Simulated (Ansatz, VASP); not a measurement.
**Al: VASP beside Ansatz**

```
CELL_PARAMETERS angstrom
-1.52865 1.52865 1.52865
1.52865 -1.52865 1.52865
1.52865 1.52865 -1.52865
ATOMIC_POSITIONS crystal
Al 0.00000 0.00000 0.00000
```

Alike in both runs: task single point; functional LDA; k mesh 16 × 16 × 16; occupations fermi-dirac, width 0.1 eV; no spin polarisation.

|  | VASP | Ansatz |
| --- | --- | --- |
| version | VASP 6.6.1 | Ansatz 0.2.0 |
| potentials or method | VASP PAW LDA potentials, release 64 (Al), cutoff 520 eV | plane waves (420 eV) with PAW, scalar-relativistic |
| valence electrons in the cell | 3 | 3 |

VASP gave:

* pressure (GPa): 12.3

Problem. Estimate Ansatz's values.

Solution. Pressure (GPa): 12.2.

Ansatz warns that its potentials were made for another functional, while VASP's fit it. LDA's correlation is that of Perdew and Zunger in VASP and of Perdew and Wang (1992) in Ansatz.
